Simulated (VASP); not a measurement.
# TaN (Fm-3m) in VASP: further runs

The runs below take TaN through single point, with LDA.

Everything below comes from runs of VASP 6.6.1. Logs are shortened: lines on timing, memory, paths and dates and some standing lists are left out, and cuts for length are marked.

## Step 1: The cell of the first run

It takes space group Fm-3m (No. 225, cubic). Conventional cell: a = 4.348 Å, b = 4.348 Å, c = 4.348 Å, α = 90.00°, β = 90.00°, γ = 90.00°. Within 2.9 Å of Ta (site symmetry m-3m) lie 6 N at 2.17 Å. N (site symmetry m-3m) has 6 Ta at 2.17 Å within 2.9 Å.

## Step 2: Single point, LDA

File INCAR:

```
SYSTEM = TaN
ALGO = Normal ; EDIFF = 1E-6
ENCUT = 700 ; GGA_COMPAT = .False.
ISIF = 2 ; ISMEAR = 0
LASPH = .True. ; LCHARG = .False.
LREAL = .False. ; LWAVE = .False.
NBANDS = 16 ; NELM = 120
PREC = Accurate ; SIGMA = 0.15
```

File KPOINTS:

```
k-points
0
Gamma
  18 18 18
  0 0 0
```

File POSCAR:

```
TaN
1.0
    0.0000000000      2.1738356505      2.1738356505
    2.1738356505      0.0000000000      2.1738356505
    2.1738356505      2.1738356505      0.0000000000
Ta N
1 1
Direct
    0.5000000000      0.5000000000      0.5000000000
    0.0000000000      0.0000000000      0.0000000000
```

Potentials or basis: VASP PAW LDA potentials, release 64 (Ta_sv_GW, N).

The run is started by

```sh
$ cat potpaw_LDA.64/Ta_sv_GW/POTCAR potpaw_LDA.64/N/POTCAR > POTCAR
$ mpirun -np 1 vasp_std > vasp.out
```

OUTCAR:

```text
SYSTEM = TaN
   EDIFF = 1E-6
   ENCUT = 700
   ISIF = 2
   ISMEAR = 0
   LASPH = .True.
   LREAL = .False.
   NELM = 120
   PREC = Accurate

 ion  position               nearest neighbor table
   1  0.500  0.500  0.500-   2 2.17   2 2.17   2 2.17   2 2.17   2 2.17   2 2.17
   2  0.000  0.000  0.000-   1 2.17   1 2.17   1 2.17   1 2.17   1 2.17   1 2.17

  LATTYP: Found a face centered cubic cell.
 ALAT       =     4.3476713010

  Lattice vectors:

 A1 = (   0.0000000000,   2.1738356505,   2.1738356505)
 A2 = (   2.1738356505,   0.0000000000,   2.1738356505)
 A3 = (   2.1738356505,   2.1738356505,   0.0000000000)

Analysis of symmetry for initial positions (statically):
=====================================================================
 Subroutine PRICEL returns:
 Original cell was already a primitive cell.

 Routine SETGRP: Setting up the symmetry group for a
 face centered cubic supercell.

 Subroutine GETGRP returns: Found 48 space group operations
 (whereof 48 operations were pure point group operations)
 out of a pool of 48 trial point group operations.

The static configuration has the point symmetry O_h .

Analysis of symmetry for dynamics (positions and initial velocities):
=====================================================================
 Subroutine PRICEL returns:
 Original cell was already a primitive cell.

 Routine SETGRP: Setting up the symmetry group for a
 face centered cubic supercell.

 Subroutine GETGRP returns: Found 48 space group operations
 (whereof 48 operations were pure point group operations)
 out of a pool of 48 trial point group operations.

The dynamic configuration has the point symmetry O_h .

 Subroutine INISYM returns: Found 48 space group operations
 (whereof 48 operations are pure point group operations),
 and found     1 'primitive' translations

----------------------------------------------------------------------------------------

                                     Primitive cell

  volume of cell :      20.5452

  direct lattice vectors                    reciprocal lattice vectors
     0.000000000  2.173835651  2.173835651    -0.230008188  0.230008188  0.230008188
     2.173835651  0.000000000  2.173835651     0.230008188 -0.230008188  0.230008188
     2.173835651  2.173835651  0.000000000     0.230008188  0.230008188 -0.230008188

  length of vectors
     3.074267859  3.074267859  3.074267859     0.398385869  0.398385869  0.398385869

  position of ions in fractional coordinates (direct lattice)
     0.500000000  0.500000000  0.500000000
     0.000000000  0.000000000  0.000000000

  ion indices of the primitive-cell ions
   primitive index   ion index
                 1           1
                 2           2

----------------------------------------------------------------------------------------

 KPOINTS: k-points

Automatic generation of k-mesh.
 Grid dimensions read from file:
 generate k-points for:   18   18   18

 Generating k-lattice:

  Cartesian coordinates                     Fractional coordinates (reciprocal lattice)
    -0.012778233  0.012778233  0.012778233     0.055555556  0.000000000  0.000000000
     0.012778233 -0.012778233  0.012778233     0.000000000  0.055555556  0.000000000
     0.012778233  0.012778233 -0.012778233     0.000000000  0.000000000  0.055555556

  Length of vectors
     0.022132548  0.022132548  0.022132548

  Shift w.r.t. Gamma in fractional coordinates (k-lattice)
     0.000000000  0.000000000  0.000000000

 Subroutine IBZKPT returns following result:
 ===========================================

 Found    195 irreducible k-points:

 Following reciprocal coordinates:
            Coordinates               Weight
  0.000000  0.000000  0.000000      1.000000
  0.055556  0.000000  0.000000      8.000000
  0.111111  0.000000  0.000000      8.000000
  0.166667  0.000000  0.000000      8.000000
  0.222222  0.000000  0.000000      8.000000
  0.277778  0.000000  0.000000      8.000000
[... 16 lines left out ...]
 -0.277778  0.055556  0.000000     24.000000
 -0.222222  0.055556  0.000000     24.000000
 [... further k-points ...]
   k-points           NKPTS =    195   k-points in BZ     NKDIM =    195   number of bands    NBANDS=     16
   number of dos      NEDOS =    301   number of ions     NIONS =      2
   total plane-waves  NPLWV =  21952
   dimension x,y,z NGX =    28 NGY =   28 NGZ =   28
   dimension x,y,z NGXF=    56 NGYF=   56 NGZF=   56
   ions per type =               1   1
   NGX,Y,Z   is equivalent  to a cutoff of  15.14, 15.14, 15.14 a.u.
   NGXF,Y,Z  is equivalent  to a cutoff of  30.28, 30.28, 30.28 a.u.
 SYSTEM =  TaN
   PREC   = accura    normal or accurate (medium, high low for compatibility)
   ISTART =      0    job   : 0-new  1-cont  2-samecut
   ICHARG =      2    charge: 1-file 2-atom 10-const
   ISPIN  =      1    spin polarized calculation?
   LNONCOLLINEAR =      F non collinear calculations
   LSORBIT =      F    spin-orbit coupling
   LASPH  =      T    aspherical Exc in radial PAW
   ENCUT  =  700.0 eV  51.45 Ry    7.17 a.u.   6.63  6.63  6.63*2*pi/ulx,y,z
   NELM   =    120;   NELMIN=  2; NELMDL= -5     # of ELM steps
   EDIFF  = 0.1E-05   stopping-criterion for ELM
   LREAL  =      F    real-space projection
   EDIFFG = 0.1E-04   stopping-criterion for IOM
   NSW    =      0    number of steps for IOM
   IBRION =     -1    ionic relax: 0-MD 1-quasi-New 2-CG
   NFREE  =      0    steps in history (QN), initial steepest desc. (CG)
   ISIF   =      2    stress and relaxation
   ISYM   =      2    0-nonsym 1-usesym 2-fastsym
   POTIM  = 0.5000    time-step for ionic-motion
   TEBEG  =    0.0;   TEEND  =   0.0 temperature during run
   PSTRESS=    0.0 pullay stress
   NELECT =      18.0000    total number of electrons
   NUPDOWN=      -1.0000    fix difference up-down
   EMIN   =  10.00;   EMAX   =-10.00  energy-range for DOS
   EFERMI =   0.00;   METHOD = LEGACY
   ISMEAR =     0;   SIGMA  =   0.15  broadening in eV -4-tet -1-fermi 0-gaus
   EFERMI_NEDOS =   21; number of points for ismear=-14 and -15
   IALGO  =     38    algorithm
   IMIX   =      4    mixing-type and parameters
     AMIX     =   0.40;   BMIX     =  1.00
     AMIX_MAG =   1.60;   BMIX_MAG =  1.00
  volume/ion in A,a.u.               =      10.27        69.32
  Fermi-wavevector in a.u.,A,eV,Ry     =   1.566495  2.960246 33.387418  2.453906
  Thomas-Fermi vector in A             =   2.668814
   LORBIT       =      0    0 simple, 1 ext, 2 COOP (PROOUT), +10 PAW based schemes
   GGA     = CA    functional components
   LHFCALC =     F    Hartree Fock is set to
   AEXX    =    0.0000 exact exchange contribution
   IVDW    =     0    specifies the selected vdW correction
   LEPSILON=     F    determine dielectric tensor
   LRPA    =     F    only Hartree local field effects (RPA)
 non-spin polarized calculation
 Gauss-broadening in eV      SIGMA  =   0.15
  energy-cutoff  :      700.00
  volume of cell :       20.55
 maximum number of plane-waves:       889
   NGX = 13   NGY = 13   NGZ = 13

 number of electron      17.9999999 magnetization

 Free energy of the ion-electron system (eV)
  ---------------------------------------------------
  ext. energy  EPLUGINS =         0.00000000
  ---------------------------------------------------
  free energy    TOTEN  =       -26.67634800 eV

  energy without entropy =      -26.66701735  energy(sigma->0) =      -26.67168268

 E-fermi :  14.0355     XC(G=0): -14.2628

 val. band max:       14.0302610941   @ k =   0.3889   0.0556   0.0000
 cond. band min:      14.0411045122   @ k =   0.0000   0.0000   0.0000
 fundamental gap:      0.0108434181
 Fermi energy:        14.0354818595

 k-point     1 :       0.0000    0.0000    0.0000
  band No.  band energies     occupation
      1     -55.0406      2.00000
      2     -21.4508      2.00000
      3     -21.4508      2.00000
      4     -21.4508      2.00000
      5      -4.8425      2.00000
      6      10.1630      2.00000
[... 8 lines left out ...]
     15      23.2859      0.00000
     16      38.9522      0.00000

 k-point     2 :       0.0556    0.0000    0.0000
  band No.  band energies     occupation
      1     -55.0385      2.00000
      2     -21.4835      2.00000
      3     -21.4537      2.00000
      4     -21.4537      2.00000
      5      -4.7608      2.00000
      6       9.7360      2.00000
[... 8 lines left out ...]
     15      23.5269      0.00000
     16      37.5589      0.00000

 k-point     3 :       0.1111    0.0000    0.0000
  band No.  band energies     occupation
      1     -55.0326      2.00000
      2     -21.5762      2.00000
      3     -21.4620      2.00000
      4     -21.4620      2.00000
      5      -4.5231      2.00000
      6       8.8405      2.00000
[... 8 lines left out ...]
     15      24.2090      0.00000
     16      35.5002      0.00000

 k-point     4 :       0.1667    0.0000    0.0000
  band No.  band energies     occupation
      1     -55.0235      2.00000
      2     -21.7153      2.00000
      3     -21.4746      2.00000
      4     -21.4746      2.00000
      5      -4.1499      2.00000
      6       7.8076      2.00000
[... 8 lines left out ...]
     15      25.2008      0.00000
     16      33.5353      0.00000
[... 324 lines left out ...]
 k-point    22 :      -0.3333    0.0556    0.0000
  band No.  band energies     occupation
      1     -54.9846      2.00000
      2     -22.2483      2.00000
      3     -21.5597      2.00000
      4     -21.5172      2.00000
      5      -2.3940      2.00000
      6       4.6055      2.00000
[... 8 lines left out ...]
     15      26.2526      0.00000
     16      28.3236      0.00000

 k-point    23 :      -0.2778    0.0556    0.0000
  band No.  band energies     occupation
      1     -54.9952      2.00000
      2     -22.1046      2.00000
      3     -21.5468      2.00000
      4     -21.4998      2.00000
      5      -2.9236      2.00000
      6       5.4052      2.00000
[... 8 lines left out ...]
     15      26.6703      0.00000
     16      29.5252      0.00000

 k-point    24 :      -0.2222    0.0556    0.0000
  band No.  band energies     occupation
      1     -55.0069      2.00000
      2     -21.9409      2.00000
      3     -21.5299      2.00000
      4     -21.4827      2.00000
      5      -3.4590      2.00000
      6       6.3124      2.00000
[... 8 lines left out ...]
     15      26.5840      0.00000
     16      30.6447      0.00000

 [... further k-points ...]

------------------------ aborting loop because EDIFF is reached ----------------------------------------

  FORCE on cell =-STRESS in cart. coord.  units (eV):
  Direction    XX          YY          ZZ          XY          YZ          ZX
  --------------------------------------------------------------------------------------
  -------------------------------------------------------------------------------------
  Total        0.1611968      0.1611968      0.1611968      0.0000000      0.0000000      0.0000000
  in kB       12.5706230     12.5706230     12.5706230      0.0000000      0.0000000      0.0000000
  external PRESSURE =      12.5706230 kB  Pullay stress =       0.0000000 kB

 VOLUME and BASIS-vectors are now :
 -----------------------------------------------------------------------------
  energy-cutoff  :      700.00
  volume of cell :       20.55
      direct lattice vectors                 reciprocal lattice vectors
     0.000000000  2.173835651  2.173835651    -0.230008188  0.230008188  0.230008188
     2.173835651  0.000000000  2.173835651     0.230008188 -0.230008188  0.230008188
     2.173835651  2.173835651  0.000000000     0.230008188  0.230008188 -0.230008188

 POSITION                                       TOTAL-FORCE (eV/Angst)
 -----------------------------------------------------------------------------------
      2.17384      2.17384      2.17384        -0.000000      0.000000     -0.000000
      0.00000      0.00000      0.00000         0.000000     -0.000000      0.000000
 -----------------------------------------------------------------------------------
    total drift:                                0.000000      0.000000      0.000000

  FREE ENERGIE OF THE ION-ELECTRON SYSTEM (eV)
  ---------------------------------------------------
  free  energy   TOTEN  =       -26.6763480015 eV

  energy  without entropy=      -26.6670173536  energy(sigma->0) =      -26.67168268
```

Run time: 74 s. Hardware: 1 thread of Intel Xeon Platinum 8488C (Sapphire Rapids), shared host; peak memory 0.24 GiB.

What came out:

```yaml
Free_energy: -26.6763 eV
Pressure: 1.3 GPa
Band_gap_on_the_k_mesh: zero (bands 9 and 10 overlap by 4.22 eV)
```

Levels at points of the mesh, in eV from the Fermi level:
| k point | band 5 | band 6 | band 7 | band 8 | band 9 | band 10 | band 11 | band 12 | band 13 | band 14 |
| --- | --- | --- | --- | --- | --- | --- | --- | --- | --- | --- |
| (0.00, 0.00, 0.00) | -18.88 | -3.87 | -3.87 | -3.87 | -2.23 | -2.23 | -2.23 | 0.01 | 0.01 | 2.01 |
| (0.50, 0.00, 0.00) | -15.56 | -10.62 | -7.83 | -7.83 | 1.98 | 1.98 | 2.09 | 4.02 | 7.87 | 7.87 |
| (0.50, 0.50, 0.00) | -17.62 | -6.60 | -5.71 | -4.65 | -4.65 | 2.16 | 3.73 | 3.73 | 4.99 | 7.17 |

Caveat: spin-orbit coupling is left out, which moves the levels of the heavy elements.

## Step 3: Single point, LDA

File INCAR:

```
PREC = Accurate ; ENCUT = 700
EDIFF = 1E-6 ; ISMEAR = 0
SIGMA = 0.1 ; LREAL = F
LASPH = T ; NELM = 120
ALGO = Normal ; ISIF = 2
LWAVE = F ; LCHARG = F
GGA = CA ; NBANDS = 16
GGA_COMPAT = F
```

File KPOINTS:

```
Automatic mesh
0
Gamma
  16 16 16
```

POSCAR is that of step 2.

Potentials or basis: VASP PAW LDA potentials, release 64 (Ta_sv_GW, N).

The run is started by

```sh
$ cat potpaw_LDA.64/Ta_sv_GW/POTCAR potpaw_LDA.64/N/POTCAR > POTCAR
$ mpirun -np 1 vasp_std > vasp.out
```

It took 44 s on 1 thread of Intel Xeon Platinum 8488C (Sapphire Rapids), shared host; peak memory 0.21 GiB.

It converged, with:

| Item | Value |
| --- | --- |
| Free energy | -26.6700 eV |
| Pressure | 1.3 GPa |
| Band gap on the k mesh | zero (bands 9 and 10 overlap by 4.22 eV) |

Levels at points of the mesh, in eV from the Fermi level:
```
           k point  band 5  band 6  band 7  band 8  band 9  band 10  band 11  band 12  band 13  band 14
(0.00, 0.00, 0.00)  -18.86   -3.85   -3.85   -3.85   -2.21    -2.21    -2.21     0.02     0.02     2.02
(0.50, 0.00, 0.00)  -15.54  -10.60   -7.81   -7.81    2.00     2.00     2.11     4.04     7.89     7.89
(0.50, 0.50, 0.00)  -17.60   -6.58   -5.69   -4.63   -4.63     2.18     3.75     3.75     5.01     7.19
```

Caveat: spin-orbit coupling is left out, which moves the levels of the heavy elements.
